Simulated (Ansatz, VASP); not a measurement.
**Two plane-wave programs on SiC5**

The input INCAR:

```
SYSTEM = SiC5
PREC = Accurate
ENCUT = 520
EDIFF = 1E-6
ISMEAR = 0
SIGMA = 0.1
LREAL = .False.
LASPH = .True.
NELM = 60
ALGO = Normal
ISIF = 2
LWAVE = .False.
LCHARG = .True.
GGA = PE
LELF = .True.
LVHAR = .True.
NBANDS = 21
```

File KPOINTS:

```
regular mesh
0
Gamma
  6 6 6
  0 0 0
```

The input POSCAR:

```
SiC5
1.0
    2.5066478000      1.4472137800      4.4839137200
   -2.5066478000      1.4472137800      4.4839137200
    0.0000000000     -2.8944275700      4.4839137200
Si C
1 5
Direct
    0.0000000000      0.0000000000      0.0000000000
    0.1245954700      0.5000000000      0.8754045300
    0.8754045300      0.1245954700      0.5000000000
    0.5000000000      0.8754045300      0.1245954700
    0.3448401700      0.3448401700      0.3448401700
    0.6551598300      0.6551598300      0.6551598300
```

Input for Ansatz:

```yaml
crystal:
  lattice:
    - [2.5066478, 1.44721378, 4.48391372]
    - [-2.5066478, 1.44721378, 4.48391372]
    - [0.0, -2.89442757, 4.48391372]
  atoms:
    - { symbol: Si, position: [0.0, 0.0, 0.0] }
    - { symbol: C, position: [0.12459547, 0.5, 0.87540453] }
    - { symbol: C, position: [0.87540453, 0.12459547, 0.5] }
    - { symbol: C, position: [0.5, 0.87540453, 0.12459547] }
    - { symbol: C, position: [0.34484017, 0.34484017, 0.34484017] }
    - { symbol: C, position: [0.65515983, 0.65515983, 0.65515983] }
basis:
  ecutwfc: 420
kpoints:
  mp_grid: { grid: [6, 6, 6] }
hamiltonian:
  xc: pbe
scf:
  occupations: { method: gaussian, width: 0.1 }
  lower_state_search: "off"
output:
  forces: true
  stress: true
  eigenvalues: true
```

Change from the starting cell: species swapped into the Sm5Mg type (R32, No. 155).

Alike in both runs: task single point; functional PBE; k mesh 6 × 6 × 6; occupations gaussian, width 0.1 eV; no spin polarisation.

|  | VASP | Ansatz |
| --- | --- | --- |
| version | VASP 6.6.1 | Ansatz 0.2.0 |
| potentials or method | VASP PAW PBE potentials, release 64 (Si, C), cutoff 520 eV | scalar-relativistic, plane waves, PAW |
| valence electrons in the cell | 24 | 24 |

Ansatz gave:

| Property | Result |
| --- | --- |
| gap on the k mesh at the Fermi level (eV) | none |
| pressure (GPa) | -25.7 |
| traceless stress, the component that is largest in VASP (GPa) | -1.23 |
| rms of the force components (eV/Å) | 0.123 |

Task: Estimate VASP's values.

Result: gap on the k mesh at the Fermi level (eV): none; pressure (GPa): -25.7; traceless stress, the component that is largest in VASP (GPa): -1.24; rms of the force components (eV/Å): 0.123.

Atom by atom the forces differ by 0.000 eV/Å (rms over components). A gap of «none» marks a metal or a gap that the smearing closes. The functional is the same, so the differences come from potentials, cutoffs and numerics.
